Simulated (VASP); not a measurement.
# Cd2S (Cm) in VASP: relaxation of cell and atoms with PBE

Aim: the relaxation of cell and atoms of Cd2S with PBE.

Everything below comes from runs of VASP 6.6.1. Logs are shortened: lines on timing, memory, paths and dates and some standing lists are left out, and cuts for length are marked.

## 1. The cell of the first run

It takes space group Cm (No. 8, monoclinic). Conventional cell: a = 7.080 Å, b = 3.860 Å, c = 5.943 Å, α = 90.00°, β = 96.73°, γ = 90.00°. Within 3.5 Å of Cd (site symmetry m) lie 2 S at 2.67 Å and 2 Cd at 2.70 to 3.43 Å. Within 3.5 Å of Cd (site symmetry m) lie 3 S at 2.60 to 2.75 Å and 2 Cd at 2.70 to 3.43 Å. Within 3.4 Å of S (site symmetry m) lie 5 Cd at 2.60 to 2.75 Å.

## 2. Relaxation of cell and atoms, PBE

INCAR reads:

```
ALGO = Normal
EDIFF = 1E-7
EDIFFG = -0.001
ENCUT = 500
GGA = PE
GGA_COMPAT = False
IBRION = 2
ISIF = 3
ISMEAR = 0
LASPH = True
LCHARG = False
LREAL = False
LWAVE = False
NELM = 120
NELMIN = 4
NSW = 80
PREC = Accurate
SIGMA = 0.01
```

KPOINTS reads:

```
k-points
0
Gamma
  10 10 6
```

POSCAR reads:

```
Cd2S
1.0
    3.5393665380     -1.9301070761     -0.0534588438
    3.5393665380      1.9301070761     -0.0534588438
   -0.6074250871      0.0000000000      5.9117524604
Cd S
2 1
Direct
    0.5151148216      0.5151148216      0.4637357666
    0.4081159500      0.4081159500      0.0126074352
    0.0767300752      0.0767300752      0.7736567983
```

Potentials or basis: VASP PAW PBE potentials, release 64 (Cd, S).

Command:

```bash
$ cat potpaw_PBE.64/Cd/POTCAR potpaw_PBE.64/S/POTCAR > POTCAR
$ mpirun -np 1 vasp_std > vasp.out
```

OUTCAR:

```text
EDIFF = 1E-7
   EDIFFG = -0.001
   ENCUT = 500
   GGA = PE
   IBRION = 2
   ISIF = 3
   ISMEAR = 0
   LASPH = True
   LREAL = False
   NELM = 120
   NELMIN = 4
   NSW = 80
   PREC = Accurate

 ion  position               nearest neighbor table
   1  0.515  0.515  0.464-   3 2.67   3 2.67   2 2.70   2 3.43
   2  0.408  0.408  0.013-   3 2.60   1 2.70   3 2.75   3 2.75   1 3.43
   3  0.077  0.077  0.774-   2 2.60   1 2.67   1 2.67   2 2.75   2 2.75

  LATTYP: Found a base centered monoclinic cell.
 ALAT       =     7.0795404761
 B/A-ratio  =     0.5452633776
 C/A-ratio  =     0.8394438352
 COS(beta)  =    -0.1172222148

  Lattice vectors:

 A1 = (   3.5393665380,  -1.9301070761,  -0.0534588438)
 A2 = (   3.5393665380,   1.9301070761,  -0.0534588438)
 A3 = (  -0.6074250871,   0.0000000000,   5.9117524604)

Analysis of symmetry for initial positions (statically):
=====================================================================
 Subroutine PRICEL returns:
 Original cell was already a primitive cell.

 Routine SETGRP: Setting up the symmetry group for a
 base centered monoclinic supercell.

 Subroutine GETGRP returns: Found  2 space group operations
 (whereof  2 operations were pure point group operations)
 out of a pool of  4 trial point group operations.

The static configuration has the point symmetry C_1h.

Analysis of symmetry for dynamics (positions and initial velocities):
=====================================================================
 Subroutine PRICEL returns:
 Original cell was already a primitive cell.

 Routine SETGRP: Setting up the symmetry group for a
 base centered monoclinic supercell.

 Subroutine GETGRP returns: Found  2 space group operations
 (whereof  2 operations were pure point group operations)
 out of a pool of  4 trial point group operations.

The dynamic configuration has the point symmetry C_1h.

 Subroutine INISYM returns: Found  2 space group operations
 (whereof  2 operations are pure point group operations),
 and found     1 'primitive' translations

----------------------------------------------------------------------------------------

                                     Primitive cell

  volume of cell :      80.6452

  direct lattice vectors                    reciprocal lattice vectors
     3.539366538 -1.930107076 -0.053458844     0.141487795 -0.259052985  0.014537692
     3.539366538  1.930107076 -0.053458844     0.141487795  0.259052985  0.014537692
    -0.607425087  0.000000000  5.911752460     0.002558894  0.000000000  0.169417502

  length of vectors
     4.031784551  4.031784551  5.942876609     0.295531030  0.295531030  0.169436826

  position of ions in fractional coordinates (direct lattice)
     0.515114822  0.515114822  0.463735767
     0.408115950  0.408115950  0.012607435
     0.076730075  0.076730075  0.773656798

  ion indices of the primitive-cell ions
   primitive index   ion index
                 1           1
                 2           2
                 3           3

----------------------------------------------------------------------------------------

 KPOINTS: k-points

Automatic generation of k-mesh.
 Grid dimensions read from file:
 generate k-points for:   10   10    6

 Generating k-lattice:

  Cartesian coordinates                     Fractional coordinates (reciprocal lattice)
     0.014148780 -0.025905299  0.001453769     0.100000000 -0.000000000  0.000000000
     0.014148780  0.025905299  0.001453769    -0.000000000  0.100000000  0.000000000
     0.000426482  0.000000000  0.028236250     0.000000000  0.000000000  0.166666667

  Length of vectors
     0.029553103  0.029553103  0.028239471

  Shift w.r.t. Gamma in fractional coordinates (k-lattice)
     0.000000000  0.000000000  0.000000000

 Subroutine IBZKPT returns following result:
 ===========================================

 Found    172 irreducible k-points:

 Following reciprocal coordinates:
            Coordinates               Weight
  0.000000  0.000000  0.000000      1.000000
  0.100000  0.000000 -0.000000      4.000000
  0.200000  0.000000 -0.000000      4.000000
  0.300000 -0.000000 -0.000000      4.000000
  0.400000 -0.000000 -0.000000      4.000000
  0.500000 -0.000000  0.000000      2.000000
[... 16 lines left out ...]
  0.300000  0.300000 -0.000000      2.000000
  0.400000  0.300000 -0.000000      4.000000
 [... further k-points ...]
   k-points           NKPTS =    172   k-points in BZ     NKDIM =    172   number of bands    NBANDS=     19
   number of dos      NEDOS =    301   number of ions     NIONS =      3
   total plane-waves  NPLWV =  43200
   dimension x,y,z NGX =    30 NGY =   30 NGZ =   48
   dimension x,y,z NGXF=    60 NGYF=   60 NGZF=   96
   ions per type =               2   1
   NGX,Y,Z   is equivalent  to a cutoff of  12.37, 12.37, 13.43 a.u.
   NGXF,Y,Z  is equivalent  to a cutoff of  24.74, 24.74, 26.86 a.u.
 SYSTEM =  unknown system
   PREC   = accura    normal or accurate (medium, high low for compatibility)
   ISTART =      0    job   : 0-new  1-cont  2-samecut
   ICHARG =      2    charge: 1-file 2-atom 10-const
   ISPIN  =      1    spin polarized calculation?
   LNONCOLLINEAR =      F non collinear calculations
   LSORBIT =      F    spin-orbit coupling
   LASPH  =      T    aspherical Exc in radial PAW
   ENCUT  =  500.0 eV  36.75 Ry    6.06 a.u.   7.35  7.35 10.84*2*pi/ulx,y,z
   NELM   =    120;   NELMIN=  4; NELMDL= -5     # of ELM steps
   EDIFF  = 0.1E-06   stopping-criterion for ELM
   LREAL  =      F    real-space projection
   EDIFFG = -.1E-02   stopping-criterion for IOM
   NSW    =     80    number of steps for IOM
   IBRION =      2    ionic relax: 0-MD 1-quasi-New 2-CG
   NFREE  =      1    steps in history (QN), initial steepest desc. (CG)
   ISIF   =      3    stress and relaxation
   ISYM   =      2    0-nonsym 1-usesym 2-fastsym
   POTIM  = 0.5000    time-step for ionic-motion
   TEBEG  =    0.0;   TEEND  =   0.0 temperature during run
   PSTRESS=    0.0 pullay stress
   NELECT =      30.0000    total number of electrons
   NUPDOWN=      -1.0000    fix difference up-down
   EMIN   =  10.00;   EMAX   =-10.00  energy-range for DOS
   EFERMI =   0.00;   METHOD = LEGACY
   ISMEAR =     0;   SIGMA  =   0.01  broadening in eV -4-tet -1-fermi 0-gaus
   EFERMI_NEDOS =   21; number of points for ismear=-14 and -15
   IALGO  =     38    algorithm
   IMIX   =      4    mixing-type and parameters
     AMIX     =   0.40;   BMIX     =  1.00
     AMIX_MAG =   1.60;   BMIX_MAG =  1.00
  volume/ion in A,a.u.               =      26.88       181.41
  Fermi-wavevector in a.u.,A,eV,Ry     =   1.177395  2.224955 18.861214  1.386260
  Thomas-Fermi vector in A             =   2.313743
   LORBIT       =      0    0 simple, 1 ext, 2 COOP (PROOUT), +10 PAW based schemes
   GGA     = PE    functional components
   LHFCALC =     F    Hartree Fock is set to
   AEXX    =    0.0000 exact exchange contribution
   IVDW    =     0    specifies the selected vdW correction
   LEPSILON=     F    determine dielectric tensor
   LRPA    =     F    only Hartree local field effects (RPA)
 conjugate gradient relaxation of ions
 non-spin polarized calculation
 Gauss-broadening in eV      SIGMA  =   0.01
  energy-cutoff  :      500.00
  volume of cell :       80.65
 maximum number of plane-waves:      2067
 NGX is ok and might be reduce to    30
   NGX = 15   NGY = 15   NGZ = 21

--------------------------------------- Ionic step        1  -------------------------------------------

 number of electron      30.0000003 magnetization

 Free energy of the ion-electron system (eV)
  ---------------------------------------------------
  ext. energy  EPLUGINS =         0.00000000
  ---------------------------------------------------
  free energy    TOTEN  =        -6.46300916 eV

  energy without entropy =       -6.46300916  energy(sigma->0) =       -6.46300916

------------------------ aborting loop because EDIFF is reached ----------------------------------------

  FORCE on cell =-STRESS in cart. coord.  units (eV):
  Direction    XX          YY          ZZ          XY          YZ          ZX
  --------------------------------------------------------------------------------------
  -------------------------------------------------------------------------------------
  Total        0.0828508      0.1086119      0.1878147      0.0000000      0.0000000      0.0320814
  in kB        1.6459952      2.1577899      3.7313123      0.0000000      0.0000000      0.6373601
  external PRESSURE =       2.5116992 kB  Pullay stress =       0.0000000 kB
[... 92 lines left out ...]
  FREE ENERGIE OF THE ION-ELECTRON SYSTEM (eV)
  ---------------------------------------------------
  free  energy   TOTEN  =        -6.4633720737 eV

  energy  without entropy=       -6.4633720737  energy(sigma->0) =       -6.46337207

[... ionic steps 4 to 18 ...]

--------------------------------------- Ionic step       19  -------------------------------------------

 number of electron      30.0000002 magnetization

------------------------ aborting loop because EDIFF is reached ----------------------------------------

  FORCE on cell =-STRESS in cart. coord.  units (eV):
  Direction    XX          YY          ZZ          XY          YZ          ZX
  --------------------------------------------------------------------------------------
  -------------------------------------------------------------------------------------
  Total        0.0023309      0.0004055      0.0010278      0.0000000      0.0000000      0.0006501
  in kB        0.0460585      0.0080129      0.0203089      0.0000000      0.0000000      0.0128460
  external PRESSURE =       0.0247934 kB  Pullay stress =       0.0000000 kB
[... 59 lines left out ...]
  energy  without entropy=       -6.4633826708  energy(sigma->0) =       -6.46338267

--------------------------------------- Ionic step       21  -------------------------------------------

 number of electron      30.0000002 magnetization

 Free energy of the ion-electron system (eV)
  ---------------------------------------------------
  ext. energy  EPLUGINS =         0.00000000
  ---------------------------------------------------
  free energy    TOTEN  =        -6.46338264 eV

  energy without entropy =       -6.46338264  energy(sigma->0) =       -6.46338264

 E-fermi :   1.3014     XC(G=0):  -9.1617

 val. band max:        1.2385033743   @ k =  -0.3000   0.3000   0.0000
 cond. band min:       1.4758127455   @ k =   0.0000   0.0000   0.5000
 fundamental gap:      0.2373093712
 Fermi energy:         1.3014311555

 k-point     1 :       0.0000    0.0000    0.0000
  band No.  band energies     occupation
      1     -11.4359      2.00000
      2      -7.2366      2.00000
      3      -6.9645      2.00000
      4      -6.8822      2.00000
      5      -6.7558      2.00000
      6      -6.6945      2.00000
[... 11 lines left out ...]
     18       7.3711      0.00000
     19       8.1978      0.00000
[... 489 lines left out ...]
      3      -7.0195      2.00000
      4      -6.8924      2.00000
      5      -6.7595      2.00000
      6      -6.6316      2.00000
[... 11 lines left out ...]
     18       6.0284      0.00000
     19       7.0315      0.00000

 [... further k-points ...]

------------------------ aborting loop because EDIFF is reached ----------------------------------------

  FORCE on cell =-STRESS in cart. coord.  units (eV):
  Direction    XX          YY          ZZ          XY          YZ          ZX
  --------------------------------------------------------------------------------------
  -------------------------------------------------------------------------------------
  Total        0.0003979      0.0006189     -0.0027515      0.0000000      0.0000000     -0.0013388
  in kB        0.0078619      0.0122283     -0.0543635      0.0000000      0.0000000     -0.0264529
  external PRESSURE =      -0.0114244 kB  Pullay stress =       0.0000000 kB
[... 18 lines left out ...]
  FREE ENERGIE OF THE ION-ELECTRON SYSTEM (eV)
  ---------------------------------------------------
  free  energy   TOTEN  =        -6.4633826394 eV

  energy  without entropy=       -6.4633826394  energy(sigma->0) =       -6.46338264

 reached required accuracy - stopping structural energy minimisation
```

It took 23 min on 1 thread of Oxide Virtual Turin-like, shared host; peak memory 0.34 GiB.

Results:

* Free energy: -6.4634 eV
* Relaxed volume: 27.03 Å³/atom
* Relaxed cell: a = 4.038 Å, b = 4.038 Å, c = 5.956 Å, α = 95.88°, β = 95.88°, γ = 57.22°
* Space group after relaxing (to 0.1 Å): Cm (No. 8)
* Energy gained by relaxing: 0.1 meV/atom
* Ionic steps: 21
* Pressure after relaxing: 0.0 GPa
* Band gap on the k mesh: 0.24 eV (least direct gap 0.47 eV)

Step by step:
```tsv
step	energy change (eV)	largest force (eV/Å)	pressure (GPa)	volume (Å³)
1	0.0000	0.0067	0.25	80.65
2	-0.0003	0.0066	-0.05	81.14
3	-0.0004	0.0056	0.01	81.04
4	-0.0004	0.0057	0.00	81.05
5	-0.0004	0.0027	0.00	81.07
6	-0.0004	0.0043	0.00	81.08
7	-0.0004	0.0031	0.00	81.07
8	-0.0004	0.0009	0.01	81.06
9	-0.0004	0.0015	0.01	81.08
10	-0.0004	0.0016	0.00	81.08
11	-0.0004	0.0013	0.00	81.09
12	-0.0004	0.0011	0.00	81.09
13	-0.0004	0.0011	-0.01	81.09
14	-0.0004	0.0022	0.00	81.08
15	-0.0004	0.0059	0.02	81.07
16	-0.0004	0.0027	0.00	81.08
17	-0.0004	0.0025	0.00	81.08
18	-0.0004	0.0023	0.00	81.08
19	-0.0004	0.0023	0.00	81.08
20	-0.0004	0.0010	0.00	81.09
21	-0.0004	0.0009	0.00	81.09
```

Final structure:
```
Cd S
1.0
     3.54452   -1.93365   -0.05261
     3.54452    1.93365   -0.05261
    -0.60669    0.00000    5.92465
Cd S
2 1
Direct
  0.51503 0.51503 0.46369
  0.40828 0.40828 0.01256
  0.07666 0.07666 0.77375
```

Levels at points of the mesh, in eV from the valence-band top:
| k point | band 13 | band 14 | band 15 | band 16 | band 17 | band 18 |
| --- | --- | --- | --- | --- | --- | --- |
| (0.00, 0.00, 0.00) | -3.45 | -1.00 | -1.00 | 2.81 | 4.20 | 6.13 |
| (0.50, 0.00, 0.00) | -2.42 | -1.78 | -0.36 | 1.32 | 1.60 | 4.43 |
| (0.50, 0.50, 0.00) | -2.83 | -1.62 | -1.03 | 1.58 | 2.40 | 4.29 |
| (0.00, 0.00, 0.50) | -1.05 | -0.92 | -0.23 | 0.24 | 5.60 | 6.46 |
| (0.50, 0.00, 0.50) | -2.93 | -1.99 | -1.42 | 2.69 | 3.15 | 4.86 |
| (0.50, 0.50, 0.50) | -3.44 | -1.44 | -0.94 | 1.74 | 2.24 | 5.35 |
